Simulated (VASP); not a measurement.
# Au (I4/mmm) in VASP: notebook

Runs on Au. Level: PBEsol. Tasks: single point.

All numbers are computed with VASP 6.6.1; they aren't measurements. Logs are shortened: lines on timing, memory, paths and dates and some standing lists are left out, and cuts for length are marked.

**1. The cell of the first run**

The structure is tetragonal, space group I4/mmm (No. 139). Conventional cell: a = 2.777 Å, b = 2.777 Å, c = 4.418 Å, α = 90.00°, β = 90.00°, γ = 90.00°. Au (site symmetry 4/mmm) has 12 Au at 2.78 to 2.96 Å within 3.7 Å.

**2. Single point, PBEsol (strain -0.040 along x and y, +0.080 along z)**

INCAR

```
SYSTEM = Au
PREC = Accurate
ENCUT = 520
EDIFF = 1E-6
ISMEAR = 0
SIGMA = 0.15
LREAL = .FALSE.
LASPH = .TRUE.
NELM = 100
ALGO = Fast
ISIF = 2
LWAVE = .FALSE.
LCHARG = .TRUE.
GGA = PS
LELF = .TRUE.
LVHAR = .TRUE.
NBANDS = 12
```

KPOINTS

```
Automatic mesh
0
G
  20 20 20
  0 0 0
```

POSCAR

```
Au
1.0
    0.0000000000      1.9636800000      2.2091400000
    1.9636800000      0.0000000000      2.2091400000
    1.9636800000      1.9636800000      0.0000000000
Au
1
Direct
    0.0000000000      0.0000000000      0.0000000000
```

Potentials or basis: VASP PAW PBE potentials, release 64 (Au).

The run is started by

```bash
$ cat potpaw_PBE.64/Au/POTCAR > POTCAR
$ mpirun -np 1 vasp_std > vasp.out
```

OUTCAR:

```text
SYSTEM = Au
   PREC = Accurate
   ENCUT = 520
   EDIFF = 1E-6
   ISMEAR = 0
   LREAL = .FALSE.
   LASPH = .TRUE.
   NELM = 100
   ISIF = 2
   GGA = PS

 ion  position               nearest neighbor table
   1  0.000  0.000  0.000-

  LATTYP: Found a body centered tetragonal cell.
 ALAT       =     2.7770628882
 C/A-ratio  =     1.5909902577

  Lattice vectors:

 A1 = (  -1.9636800000,   0.0000000000,   2.2091400000)
 A2 = (   1.9636800000,   0.0000000000,   2.2091400000)
 A3 = (   0.0000000000,   1.9636800000,  -2.2091400000)

Analysis of symmetry for initial positions (statically):
=====================================================================
 Subroutine PRICEL returns:
 Original cell was already a primitive cell.

 Routine SETGRP: Setting up the symmetry group for a
 body centered tetragonal supercell.

 Subroutine GETGRP returns: Found 16 space group operations
 (whereof 16 operations were pure point group operations)
 out of a pool of 16 trial point group operations.

The static configuration has the point symmetry D_4h.

Analysis of symmetry for dynamics (positions and initial velocities):
=====================================================================
 Subroutine PRICEL returns:
 Original cell was already a primitive cell.

 Routine SETGRP: Setting up the symmetry group for a
 body centered tetragonal supercell.

 Subroutine GETGRP returns: Found 16 space group operations
 (whereof 16 operations were pure point group operations)
 out of a pool of 16 trial point group operations.

The dynamic configuration has the point symmetry D_4h.

 Subroutine INISYM returns: Found 16 space group operations
 (whereof 16 operations are pure point group operations),
 and found     1 'primitive' translations

----------------------------------------------------------------------------------------

                                     Primitive cell

  volume of cell :      17.0371

  direct lattice vectors                    reciprocal lattice vectors
     0.000000000  1.963680000  2.209140000    -0.254623971  0.254623971  0.226332419
     1.963680000  0.000000000  2.209140000     0.254623971 -0.254623971  0.226332419
     1.963680000  1.963680000  0.000000000     0.254623971  0.254623971 -0.226332419

  length of vectors
     2.955729805  2.955729805  2.777062888     0.425315292  0.425315292  0.425315292

  position of ions in fractional coordinates (direct lattice)
     0.000000000  0.000000000  0.000000000

  ion indices of the primitive-cell ions
   primitive index   ion index
                 1           1

----------------------------------------------------------------------------------------

 KPOINTS: Automatic mesh

Automatic generation of k-mesh.
 Grid dimensions read from file:
 generate k-points for:   20   20   20

 Generating k-lattice:

  Cartesian coordinates                     Fractional coordinates (reciprocal lattice)
    -0.012731199  0.012731199  0.011316621     0.050000000  0.000000000  0.000000000
     0.012731199 -0.012731199  0.011316621     0.000000000  0.050000000  0.000000000
     0.012731199  0.012731199 -0.011316621     0.000000000  0.000000000  0.050000000

  Length of vectors
     0.021265765  0.021265765  0.021265765

  Shift w.r.t. Gamma in fractional coordinates (k-lattice)
     0.000000000  0.000000000  0.000000000

 Subroutine IBZKPT returns following result:
 ===========================================

 Found    641 irreducible k-points:

 Following reciprocal coordinates:
            Coordinates               Weight
  0.000000  0.000000  0.000000      1.000000
  0.050000  0.000000  0.000000      8.000000
  0.100000  0.000000  0.000000      8.000000
  0.150000  0.000000  0.000000      8.000000
  0.200000  0.000000  0.000000      8.000000
  0.250000  0.000000  0.000000      8.000000
[... 16 lines left out ...]
 -0.400000  0.050000  0.000000      8.000000
 -0.350000  0.050000  0.000000      8.000000
 [... further k-points ...]
   k-points           NKPTS =    641   k-points in BZ     NKDIM =    641   number of bands    NBANDS=     12
   number of dos      NEDOS =    301   number of ions     NIONS =      1
   total plane-waves  NPLWV =  13824
   dimension x,y,z NGX =    24 NGY =   24 NGZ =   24
   dimension x,y,z NGXF=    48 NGYF=   48 NGZF=   48
   ions per type =               1
   NGX,Y,Z   is equivalent  to a cutoff of  13.50, 13.50, 14.37 a.u.
   NGXF,Y,Z  is equivalent  to a cutoff of  27.00, 27.00, 28.73 a.u.
 SYSTEM =  Au
   PREC   = accura    normal or accurate (medium, high low for compatibility)
   ISTART =      0    job   : 0-new  1-cont  2-samecut
   ICHARG =      2    charge: 1-file 2-atom 10-const
   ISPIN  =      1    spin polarized calculation?
   LNONCOLLINEAR =      F non collinear calculations
   LSORBIT =      F    spin-orbit coupling
   LASPH  =      T    aspherical Exc in radial PAW
   ENCUT  =  520.0 eV  38.22 Ry    6.18 a.u.   5.50  5.50  5.16*2*pi/ulx,y,z
   NELM   =    100;   NELMIN=  2; NELMDL= -5     # of ELM steps
   EDIFF  = 0.1E-05   stopping-criterion for ELM
   LREAL  =      F    real-space projection
   EDIFFG = 0.1E-04   stopping-criterion for IOM
   NSW    =      0    number of steps for IOM
   IBRION =     -1    ionic relax: 0-MD 1-quasi-New 2-CG
   NFREE  =      0    steps in history (QN), initial steepest desc. (CG)
   ISIF   =      2    stress and relaxation
   ISYM   =      2    0-nonsym 1-usesym 2-fastsym
   POTIM  = 0.5000    time-step for ionic-motion
   TEBEG  =    0.0;   TEEND  =   0.0 temperature during run
   PSTRESS=    0.0 pullay stress
   NELECT =      11.0000    total number of electrons
   NUPDOWN=      -1.0000    fix difference up-down
   EMIN   =  10.00;   EMAX   =-10.00  energy-range for DOS
   EFERMI =   0.00;   METHOD = LEGACY
   ISMEAR =     0;   SIGMA  =   0.15  broadening in eV -4-tet -1-fermi 0-gaus
   EFERMI_NEDOS =   21; number of points for ismear=-14 and -15
   IALGO  =     68    algorithm
   IMIX   =      4    mixing-type and parameters
     AMIX     =   0.40;   BMIX     =  1.00
     AMIX_MAG =   1.60;   BMIX_MAG =  1.00
  volume/ion in A,a.u.               =      17.04       114.97
  Fermi-wavevector in a.u.,A,eV,Ry     =   1.414949  2.673866 27.239968  2.002081
  Thomas-Fermi vector in A             =   2.536438
   LORBIT       =      0    0 simple, 1 ext, 2 COOP (PROOUT), +10 PAW based schemes
   GGA     = PS    functional components
   LHFCALC =     F    Hartree Fock is set to
   AEXX    =    0.0000 exact exchange contribution
   IVDW    =     0    specifies the selected vdW correction
   LEPSILON=     F    determine dielectric tensor
   LRPA    =     F    only Hartree local field effects (RPA)
 non-spin polarized calculation
 RMM-DIIS sequential band-by-band and
 Gauss-broadening in eV      SIGMA  =   0.15
  energy-cutoff  :      520.00
  volume of cell :       17.04
 maximum number of plane-waves:       473
 NGX is ok and might be reduce to    24
   NGX = 11   NGY = 11   NGZ = 11

 number of electron      10.9999999 magnetization

 Free energy of the ion-electron system (eV)
  ---------------------------------------------------
  ext. energy  EPLUGINS =         0.00000000
  ---------------------------------------------------
  free energy    TOTEN  =        -3.90584991 eV

  energy without entropy =       -3.90315498  energy(sigma->0) =       -3.90450245

 E-fermi :   9.3014     XC(G=0): -12.8840

 val. band max:        9.2957389216   @ k =   0.4500  -0.0000   0.2500
 cond. band min:       9.3612940330   @ k =  -0.4500   0.0500   0.1000
 fundamental gap:      0.0655551115
 Fermi energy:         9.3013849627

 k-point     1 :       0.0000    0.0000    0.0000
  band No.  band energies     occupation
      1      -0.6379      2.00000
      2       3.8792      2.00000
      3       5.0217      2.00000
      4       5.0217      2.00000
      5       5.4556      2.00000
      6       6.6845      2.00000
      7      23.9910      0.00000
      8      26.4841      0.00000
      9      28.4365      0.00000
     10      28.4365      0.00000
     11      32.8493      0.00000
     12      35.2264      0.00000

 k-point     2 :       0.0500    0.0000    0.0000
  band No.  band energies     occupation
      1      -0.5497      2.00000
      2       3.9030      2.00000
      3       4.9956      2.00000
      4       5.0505      2.00000
      5       5.4572      2.00000
      6       6.6575      2.00000
      7      24.0913      0.00000
      8      26.4433      0.00000
      9      27.9651      0.00000
     10      28.5436      0.00000
     11      33.3289      0.00000
     12      34.2267      0.00000

 k-point     3 :       0.1000    0.0000    0.0000
  band No.  band energies     occupation
      1      -0.2908      2.00000
      2       3.9655      2.00000
      3       4.9159      2.00000
      4       5.1310      2.00000
      5       5.4844      2.00000
      6       6.5849      2.00000
      7      24.3309      0.00000
      8      25.8383      0.00000
      9      27.5591      0.00000
     10      28.8467      0.00000
     11      32.2671      0.00000
     12      34.6904      0.00000
[... 286 lines left out ...]
 k-point    23 :      -0.4000    0.0500    0.0000
  band No.  band energies     occupation
      1       2.0233      2.00000
      2       4.1085      2.00000
      3       5.1276      2.00000
      4       6.4741      2.00000
      5       6.9265      2.00000
      6       8.0942      2.00000
      7      13.9798      0.00000
      8      22.5618      0.00000
      9      26.0560      0.00000
     10      28.4460      0.00000
     11      32.0715      0.00000
     12      34.5482      0.00000

 k-point    24 :      -0.3500    0.0500    0.0000
  band No.  band energies     occupation
      1       1.9801      2.00000
      2       4.1790      2.00000
      3       5.2044      2.00000
      4       5.7170      2.00000
      5       6.7237      2.00000
      6       7.4783      2.00000
      7      15.7571      0.00000
      8      22.9817      0.00000
      9      26.5720      0.00000
     10      29.2491      0.00000
     11      31.5152      0.00000
     12      33.3383      0.00000

 [... further k-points ...]

------------------------ aborting loop because EDIFF is reached ----------------------------------------

  FORCE on cell =-STRESS in cart. coord.  units (eV):
  Direction    XX          YY          ZZ          XY          YZ          ZX
  --------------------------------------------------------------------------------------
  -------------------------------------------------------------------------------------
  Total        0.2465363      0.2465363     -0.3669460      0.0000000      0.0000000      0.0000000
  in kB       23.1844501     23.1844501    -34.5078681      0.0000000      0.0000000      0.0000000
  external PRESSURE =       3.9536774 kB  Pullay stress =       0.0000000 kB

 VOLUME and BASIS-vectors are now :
 -----------------------------------------------------------------------------
  energy-cutoff  :      520.00
  volume of cell :       17.04
      direct lattice vectors                 reciprocal lattice vectors
     0.000000000  1.963680000  2.209140000    -0.254623971  0.254623971  0.226332419
     1.963680000  0.000000000  2.209140000     0.254623971 -0.254623971  0.226332419
     1.963680000  1.963680000  0.000000000     0.254623971  0.254623971 -0.226332419

 POSITION                                       TOTAL-FORCE (eV/Angst)
 -----------------------------------------------------------------------------------
      0.00000      0.00000      0.00000         0.000000     -0.000000      0.000000
 -----------------------------------------------------------------------------------
    total drift:                               -0.000000      0.000000      0.000000

  FREE ENERGIE OF THE ION-ELECTRON SYSTEM (eV)
  ---------------------------------------------------
  free  energy   TOTEN  =        -3.9058499137 eV

  energy  without entropy=       -3.9031549846  energy(sigma->0) =       -3.90450245
```

Wall time 2.1 min (1 thread of Intel Xeon 8259CL, shared host); peak memory 0.25 GiB.

What came out:

```yaml
Free_energy: -3.9058 eV
Pressure: 0.4 GPa
Band_gap_on_the_k_mesh: zero (an odd number of electrons rules out a gap without spin polarisation)
```

Caveat: the cell differs from its parent crystal (strain -0.040 along x and y, +0.080 along z); the PAW data sets were made with another functional, which shifts forces and pressure a little; spin-orbit coupling is left out, which moves the levels of the heavy elements.

**3. Single point, PBEsol (strain +0.040 along x and y, -0.080 along z)**

INCAR

```
PREC = Accurate
ENCUT = 520
EDIFF = 1E-6
ISMEAR = 0
SIGMA = 0.15
LREAL = False
LASPH = True
NELM = 60
ALGO = Fast
ISIF = 2
LWAVE = False
LCHARG = False
GGA = PS
NBANDS = 12
```

KPOINTS

```
Automatic mesh
0
Gamma
  20 20 20
```

POSCAR

```
Au
1.0
    0.0000000000      2.1273200000      1.8818600000
    2.1273200000      0.0000000000      1.8818600000
    2.1273200000      2.1273200000      0.0000000000
Au
1
Direct
    0.0000000000      0.0000000000      0.0000000000
```

Potentials or basis: VASP PAW PBE potentials, release 64 (Au).

The run is started by

```bash
$ cat potpaw_PBE.64/Au/POTCAR > POTCAR
$ mpirun -np 1 vasp_std > vasp.out
```

Wall time 2 min (1 thread of Intel Xeon 8259CL, shared host); peak memory 0.25 GiB.

It converged, with:

```yaml
Free_energy: -3.9157 eV
Pressure: -0.1 GPa
Band_gap_on_the_k_mesh: zero (an odd number of electrons rules out a gap without spin polarisation)
```

Stress tensor (GPa, compression positive):
```
-0.52  0.00  0.00
 0.00 -0.52  0.00
 0.00  0.00  0.67
```

Levels at points of the mesh, in eV from the Fermi level:
```tsv
k point	band 4	band 5	band 6	band 7	band 8	band 9
(0.00, 0.00, 0.00)	-4.00	-3.79	-2.73	14.72	17.76	17.76
(0.50, 0.00, 0.00)	-2.28	-1.71	-1.01	3.11	13.49	15.81
(0.50, 0.50, 0.00)	-1.63	-1.63	2.49	7.62	8.54	8.54
(0.50, 0.00, 0.50)	-2.08	-1.37	0.28	4.86	10.61	10.98
```

Caveat: the cell differs from its parent crystal (strain +0.040 along x and y, -0.080 along z); the PAW data sets were made with another functional, which shifts forces and pressure a little; spin-orbit coupling is left out, which moves the levels of the heavy elements.

**4. Single point, PBEsol (strain +0.040 along x and y, -0.040 along z)**

INCAR

```
PREC     = Accurate       # precision mode
ENCUT    = 520            # plane-wave cutoff, eV
EDIFF    = 1E-6           # SCF threshold, eV
ISMEAR   = 0              # smearing method
SIGMA    = 0.15           # smearing width, eV
LREAL    = False          # projectors in reciprocal space
LASPH    = True           # aspherical terms in the spheres
NELM     = 80             # most SCF steps
ALGO     = Fast           # electronic algorithm
ISIF     = 2              # what is computed and relaxed
LWAVE    = False          # write WAVECAR
LCHARG   = False          # write CHGCAR
GGA      = PS             # functional
NBANDS   = 12             # bands
```

KPOINTS is that of step 3.

POSCAR

```
Au
1.0
    0.0000000000      2.1273200000      1.9636800000
    2.1273200000      0.0000000000      1.9636800000
    2.1273200000      2.1273200000      0.0000000000
Au
1
Direct
    0.0000000000      0.0000000000      0.0000000000
```

The run is started by

```bash
$ cat potpaw_PBE.64/Au/POTCAR > POTCAR
$ mpirun -np 1 vasp_std > vasp.out
```

It took 2.3 min on 1 thread of Intel Xeon 8259CL, shared host; peak memory 0.25 GiB.

Results (log left out):

```yaml
Free_energy: -3.9036 eV
Pressure: -6.7 GPa
Band_gap_on_the_k_mesh: zero (an odd number of electrons rules out a gap without spin polarisation)
```

Stress tensor (GPa, compression positive):
```
-7.17  0.00  0.00
 0.00 -7.17  0.00
 0.00  0.00 -5.79
```

Levels at points of the mesh, in eV from the Fermi level:
```csv
k point,band 2,band 3,band 4,band 5,band 6,band 7,band 8,band 9,band 10,band 11
"(0.00, 0.00, 0.00)",-4.65,-4.65,-4.03,-3.41,-2.74,14.64,17.89,17.89,19.17,23.15
"(0.50, 0.00, 0.00)",-4.81,-4.16,-2.10,-1.76,-0.82,2.86,13.74,15.92,17.97,23.50
"(0.50, 0.50, 0.00)",-6.39,-1.97,-1.61,-1.61,2.02,6.60,8.93,8.93,15.94,18.37
"(0.50, 0.00, 0.50)",-6.37,-2.01,-1.90,-1.43,0.65,4.85,10.27,10.43,17.25,19.65
```

Caveat: the cell differs from its parent crystal (strain +0.040 along x and y, -0.040 along z); the cell stands under tension; the PAW data sets were made with another functional, which shifts forces and pressure a little; spin-orbit coupling is left out, which moves the levels of the heavy elements.

**5. Single point, PBEsol (strain +0.080 along x and y, -0.080 along z)**

INCAR

```
SYSTEM = Au
PREC = Accurate
ENCUT = 520
EDIFF = 1E-7
ISMEAR = 0
SIGMA = 0.15
LREAL = .False.
LASPH = .True.
NELM = 80
ALGO = Normal
ISIF = 2
LWAVE = .False.
LCHARG = .False.
GGA = PS
NBANDS = 12
```

KPOINTS

```
regular mesh
0
Gamma
  20 20 20
  0 0 0
```

POSCAR

```
Au
1.0
    0.0000000000      2.2091400000      1.8818600000
    2.2091400000      0.0000000000      1.8818600000
    2.2091400000      2.2091400000      0.0000000000
Au
1
Direct
    0.0000000000      0.0000000000      0.0000000000
```

The run is started by

```bash
$ cat potpaw_PBE.64/Au/POTCAR > POTCAR
$ mpirun -np 1 vasp_std > vasp.out
```

Wall time 1.9 min (1 thread of Intel Xeon 8259CL, shared host); peak memory 0.26 GiB.

Results (log left out):

| Property | Result |
| --- | --- |
| Free energy | -3.8652 eV |
| Pressure | -10.6 GPa |
| Band gap on the k mesh | zero (an odd number of electrons rules out a gap without spin polarisation) |

Stress tensor (GPa, compression positive):
```
-10.90   0.00   0.00
  0.00 -10.90   0.00
  0.00   0.00 -10.03
```

Levels at points of the mesh, in eV from the Fermi level:
```csv
k point,band 3,band 4,band 5,band 6,band 7,band 8,band 9,band 10
"(0.00, 0.00, 0.00)",-4.58,-3.67,-3.49,-2.52,14.96,17.39,17.39,19.88
"(0.50, 0.00, 0.00)",-3.68,-2.26,-1.61,-0.62,2.78,13.30,14.89,19.31
"(0.50, 0.50, 0.00)",-1.91,-1.62,-1.62,3.14,7.43,8.00,8.00,14.99
"(0.50, 0.00, 0.50)",-2.15,-2.11,-1.35,0.38,4.14,10.73,11.04,17.72
```

Caveat: the cell differs from its parent crystal (strain +0.080 along x and y, -0.080 along z); the cell stands under tension; the PAW data sets were made with another functional, which shifts forces and pressure a little; spin-orbit coupling is left out, which moves the levels of the heavy elements.

**6. Summary**

| cell | gap on the mesh (eV) | pressure (GPa) |
| --- | --- | --- |
| a = 2.956, b = 2.956, c = 2.777 Å, angles 62.0, 62.0, 56.0°, 1 atom | none | 0.4 |
| a = 2.840, b = 2.840, c = 3.008 Å, angles 58.0, 58.0, 64.0°, 1 atom | none | -0.1 |
| a = 2.895, b = 2.895, c = 3.008 Å, angles 58.7, 58.7, 62.6°, 1 atom | none | -6.7 |
| a = 2.902, b = 2.902, c = 3.124 Å, angles 57.4, 57.4, 65.1°, 1 atom | none | -10.6 |

Alike in all rows: task single point; level PBEsol; potentials or basis VASP PAW PBE potentials, release 64 (Au); no spin polarisation; k mesh 20 × 20 × 20; cutoff (eV) 520; smearing gaussian 0.15 eV.

Caveats: the PAW data sets were made with another functional, which shifts forces and pressure a little; spin-orbit coupling is left out, which moves the levels of the heavy elements; the cell stands under tension (at least some runs).

Absolute energies hang on the potentials; compare differences alone.
